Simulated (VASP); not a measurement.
Wanted: the native input for a VASP 6.6.1 run.

| Item | Value |
| --- | --- |
| Task | relaxation of cell and atoms |
| Functional | PBE |
| Dispersion | D3(BJ) |
| Potentials or basis | VASP PAW PBE potentials, release 64 (Ti_sv, Te) |
| Cutoff | 600 eV |
| k mesh | 15 × 15 × 8 |
| Occupations | fermi-dirac, width 0.15 eV |
| Spin | no spin polarisation |
| Target pressure | 5 GPa |
| Dipole correction | no |
| Further INCAR settings | ALGO = Normal; EDIFF = 1e-06; IBRION = 2; EDIFFG = -0.001; NSW = 80; ISIF = 3 |

The structure of TiTe2 lies in POSCAR:

```
TiTe2
1.0
    3.6969421864      0.0000000000      0.0000000000
   -1.8484710932      3.2016458498      0.0000000000
    0.0000000000      0.0000000000      6.3897208935
Ti Te
1 2
Direct
    0.0000000000      0.0000000000      0.0000000000
    0.6666666667      0.3333333333      0.2711629980
    0.3333333333      0.6666666667      0.7288370020
```

The input as run:

INCAR

```
SYSTEM = TiTe2
PREC = Accurate
ENCUT = 600
EDIFF = 1E-6
ISMEAR = -1
SIGMA = 0.15
LREAL = .FALSE.
LASPH = .TRUE.
NELM = 60
ALGO = Normal
ISIF = 3
LWAVE = .FALSE.
LCHARG = .FALSE.
GGA = PE
IVDW = 12
IBRION = 2
NSW = 80
EDIFFG = -0.001
PSTRESS = 50.0
```

KPOINTS

```
Automatic mesh
0
G
  15 15 8
  0 0 0
```

Potentials or basis: VASP PAW PBE potentials, release 64 (Ti_sv, Te).

Run with:

```sh
$ cat potpaw_PBE.64/Ti_sv/POTCAR potpaw_PBE.64/Te/POTCAR > POTCAR
$ mpirun -np 1 vasp_std > vasp.out
```

It gave:

* Relaxed volume: 22.99 Å³/atom
* Relaxed cell: a = 3.591 Å, b = 3.591 Å, c = 6.175 Å, α = 90.00°, β = 90.00°, γ = 120.00°
* Space group after relaxing (to 0.1 Å): P-3m1 (No. 164)
* Energy change on relaxing (the run minimises the enthalpy): +30.5 meV/atom
* Ionic steps: 27
* Pressure after relaxing: 5.0 GPa
* Band gap on the k mesh: zero (bands 12 and 13 overlap by 0.90 eV)
* Dispersion energy per atom: -0.573 eV

Caveat: the cell is relaxed towards a set pressure, so the run minimises the enthalpy, not the energy; spin-orbit coupling is left out, which moves the levels of the heavy elements.

It took 26 min on 1 thread of Intel(R) Xeon(R) 6975P-C (Granite Rapids), with other jobs on the host, peak memory 0.5 GiB.
